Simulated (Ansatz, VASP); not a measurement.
Given: the input of a run of VASP 6.6.1 on HfO2.

INCAR

```
ALGO = Normal
EDIFF = 1E-6
EDIFFG = -0.01
ENCUT = 600
GGA = PE
IBRION = 2
ISIF = 3
ISMEAR = -1
LASPH = T
LCHARG = F
LREAL = F
LUSENCCL = F
LWAVE = F
NELM = 100
NSW = 60
PREC = Accurate
SIGMA = 0.05
```

KPOINTS

```
k-points
0
Gamma
  5 5 6
```

POSCAR

```
HfO2
1.0
    5.0803194000      0.0000000000      0.0000000000
    0.0000000000      5.1648674500      0.0000000000
    0.0000000000      0.0000000000      4.8908836500
Hf O
4 8
Direct
    0.2225908200      0.7817995800      0.2720679400
    0.7225908200      0.7182004200      0.7279320600
    0.7774091800      0.2182004200      0.2720679400
    0.2774091800      0.2817995800      0.7279320600
    0.1868153200      0.1636487800      0.1045346200
    0.6868153200      0.3363512200      0.8954653800
    0.8131846800      0.8363512200      0.1045346200
    0.3131846800      0.6636487800      0.8954653800
    0.0000000000      0.5000000000      0.4890544500
    0.5000000000      0.0000000000      0.5109455500
    0.0000000000      0.0000000000      0.5756249900
    0.5000000000      0.5000000000      0.4243750100
```

Potentials or basis: VASP PAW PBE potentials, release 64 (Hf_pv, O).

Run with:

```bash
$ cat potpaw_PBE.64/Hf_pv/POTCAR potpaw_PBE.64/O/POTCAR > POTCAR
$ mpirun -np 1 vasp_std > vasp.out
```

Question: Translate it to Ansatz 0.2.0. Potentials there: Ansatz PAW.

Answer: As run (the cutoff follows the program's own potentials):

File input.yaml:

```yaml
crystal:
  lattice:
    - [5.0803194, 0.0, 0.0]
    - [0.0, 5.16486745, 0.0]
    - [0.0, 0.0, 4.89088365]
  atoms:
    - { symbol: Hf, position: [0.22259082, 0.78179958, 0.27206794] }
    - { symbol: Hf, position: [0.72259082, 0.71820042, 0.72793206] }
    - { symbol: Hf, position: [0.77740918, 0.21820042, 0.27206794] }
    - { symbol: Hf, position: [0.27740918, 0.28179958, 0.72793206] }
    - { symbol: O, position: [0.18681532, 0.16364878, 0.10453462] }
    - { symbol: O, position: [0.68681532, 0.33635122, 0.89546538] }
    - { symbol: O, position: [0.81318468, 0.83635122, 0.10453462] }
    - { symbol: O, position: [0.31318468, 0.66364878, 0.89546538] }
    - { symbol: O, position: [0.0, 0.5, 0.48905445] }
    - { symbol: O, position: [0.5, 0.0, 0.51094555] }
    - { symbol: O, position: [0.0, 0.0, 0.57562499] }
    - { symbol: O, position: [0.5, 0.5, 0.42437501] }
hamiltonian:
  xc: pbe
  pseudopotentials: { kind: paw }
kpoints:
  mp_grid: { grid: [5, 5, 6] }
scf:
  occupations: { method: fermi_dirac, width: 0.05 }
output:
  forces: true
  stress: true
  eigenvalues: true
relax:
  f_tol: 0.01
  max_steps: 40
  cell: { stress_tol: 0.05 }
```

Potentials or basis: Ansatz PAW.

Launch:

```sh
$ ansatz run input.yaml --threads 4 --pin off --max-ram 11264MiB --backend cpu --events-out ev --progress --plain --runs-dir out
```

Both were run:

|  | VASP | Ansatz | Ansatz less VASP |
| --- | --- | --- | --- |
| gap on the k mesh at the Fermi level, each at its own relaxed structure (eV) | 3.76 | 3.98 | +0.217 |
| relaxed volume (Å³/atom) | 10.97 | 11.15 | +0.181 |
| relaxed cell length with the largest relative difference (Å) | 5.205 | 5.274 | +0.0692 |

VASP's potentials hold 88 valence electrons a cell and Ansatz's 152, so a difference there can come from the potentials and not from the codes.

Spin-orbit coupling is off throughout. Noted on Ansatz's run: odd divisions of the mesh miss points on the zone boundary, where band edges often lie, so the gap on the mesh can be too wide; the plane-wave basis is chosen anew once the cell has moved, so the energies of steps on either side of that aren't comparable.
